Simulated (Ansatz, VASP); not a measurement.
## Two plane-wave programs on GeCN2

```
Ge C N
1.0
     1.66882    0.96349    5.17757
    -1.66882    0.96349    5.17757
     0.00000   -1.92699    5.17757
Ge C N
1 1 2
Direct
  0.00000 0.00000 0.00000
  0.50000 0.50000 0.50000
  0.41552 0.41552 0.41552
  0.58448 0.58448 0.58448
```

Alike in both runs: task single point; functional LDA; k mesh 12 × 12 × 12; occupations gaussian, width 0.05 eV; no spin polarisation.

|  | VASP | Ansatz |
| --- | --- | --- |
| version | VASP 6.6.1 | Ansatz 0.2.0 |
| potentials or method | VASP PAW LDA potentials, release 64 (Ge_d, C, N), cutoff 520 eV | scalar-relativistic, plane waves, PAW |
| valence electrons in the cell | 28 | 28 |

```csv
,VASP,Ansatz,Ansatz less VASP
gap on the k mesh at the Fermi level (eV),0.61,0.63,+0.024
least direct gap on the mesh (eV),0.82,0.84,+0.015
pressure (GPa),-14.6,-14.9,-0.37
"traceless stress, the component that is largest in VASP (GPa)",-31.57,-32.38,-0.810
rms of the force components (eV/Å),1.780,1.831,+0.0513
```

LDA's correlation is that of Perdew and Zunger in VASP and of Perdew and Wang (1992) in Ansatz. Atom by atom the forces differ by 0.051 eV/Å (rms over components).
